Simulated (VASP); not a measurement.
WC, 2 atoms in the cell. It takes space group Fm-3m (No. 225, cubic). The conventional cell has a = 4.385 Å, b = 4.385 Å, c = 4.385 Å, α = 90.00°, β = 90.00°, γ = 90.00°. W (site symmetry m-3m) has 6 C at 2.19 Å within 2.9 Å. C (site symmetry m-3m) has 6 W at 2.19 Å within 2.9 Å. 

```yaml
Program: VASP 6.6.1
Task: relaxation of cell and atoms
Functional: PBEsol
Potentials_or_basis: VASP PAW PBE potentials, release 64 (W_sv, C)
Cutoff: 600 eV
k_mesh: 11 × 11 × 11
Occupations: methfessel-paxton, width 0.05 eV
Spin: no spin polarisation
Dipole_correction: no
Further_INCAR_settings: ALGO = Normal; EDIFF = 1e-06; IBRION = 2; EDIFFG = -0.02; NSW = 80; ISIF = 3
```

Potentials or basis: VASP PAW PBE potentials, release 64 (W_sv, C).

Run with:

```console
$ cat potpaw_PBE.64/W_sv/POTCAR potpaw_PBE.64/C/POTCAR > POTCAR
$ mpirun -np 1 vasp_std > vasp.out
```

Hardware: 1 thread of AMD EPYC 7R43 64-Core Processor (Zen 3) (shared host).

Problem. Estimate the wall time of this run.

Solution. Wall time 52 s on 1 thread of AMD EPYC 7R43 64-Core Processor (Zen 3), with other jobs on the host, peak memory 0.14 GiB. Counts: scf iterations 28, k points 56, ion steps 3.
